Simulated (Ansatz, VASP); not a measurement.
**One calculation of PbS, two programs**

File INCAR:

```
SYSTEM = PbS
PREC = Accurate
ENCUT = 520
EDIFF = 1E-7
ISMEAR = -1
SIGMA = 0.01
LREAL = .False.
LASPH = .True.
NELM = 80
ALGO = Normal
ISIF = 2
LWAVE = .False.
LCHARG = .False.
GGA = CA
NBANDS = 17
```

The input KPOINTS:

```
Automatic mesh
0
Gamma
  7 7 7
  0 0 0
```

The input POSCAR:

```
PbS
1.0
    0.0000000000      2.9451000715      2.9451000715
    2.9451000715      0.0000000000      2.9451000715
    2.9451000715      2.9451000715      0.0000000000
Pb S
1 1
Direct
    0.0000000000      0.0000000000      0.0000000000
    0.5000000000      0.5000000000      0.5000000000
```

Input for Ansatz:

```yaml
crystal:
  lattice:
    - [0.0, 2.9451000715, 2.9451000715]
    - [2.9451000715, 0.0, 2.9451000715]
    - [2.9451000715, 2.9451000715, 0.0]
  atoms:
    - { symbol: Pb, position: [0.0, 0.0, 0.0] }
    - { symbol: S, position: [0.5, 0.5, 0.5] }
kpoints:
  mp_grid: { grid: [7, 7, 7] }
  band_path:
    path:
      - [0.0, 0.0, 0.0]
      - [0.5, 0.0, 0.5]
      - [0.625, 0.25, 0.625]
      - [0.375, 0.375, 0.75]
      - [0.0, 0.0, 0.0]
      - [0.5, 0.5, 0.5]
      - [0.5, 0.25, 0.75]
      - [0.5, 0.0, 0.5]
    npoints: 5
scf:
  occupations: { method: fermi_dirac, width: 0.01 }
hamiltonian:
  xc: lda
  pseudopotentials: { kind: all_electron, lapw: { basis_error: 0.00025 } }
output:
  forces: true
  stress: true
  eigenvalues: true
```

Change from the starting cell: volume scaled by 0.98.

Alike in both runs: task single point; functional LDA; k mesh 7 × 7 × 7; occupations fermi-dirac, width 0.01 eV; no spin polarisation.

|  | VASP | Ansatz |
| --- | --- | --- |
| version | VASP 6.6.1 | Ansatz 0.2.0 |
| potentials or method | VASP PAW LDA potentials, release 64 (Pb_d, S), cutoff 520 eV | all-electron LAPW, scalar-relativistic |

VASP gave:

| Quantity | Value |
| --- | --- |
| pressure (GPa) | -1.4 |

Q: What did Ansatz give for the same quantities?

A: Pressure (GPa): -1.5.

LDA's correlation is that of Perdew and Zunger in VASP and of Perdew and Wang (1992) in Ansatz. Ansatz ran all-electron here, and VASP with PAW potentials.

Spin-orbit coupling is off throughout.
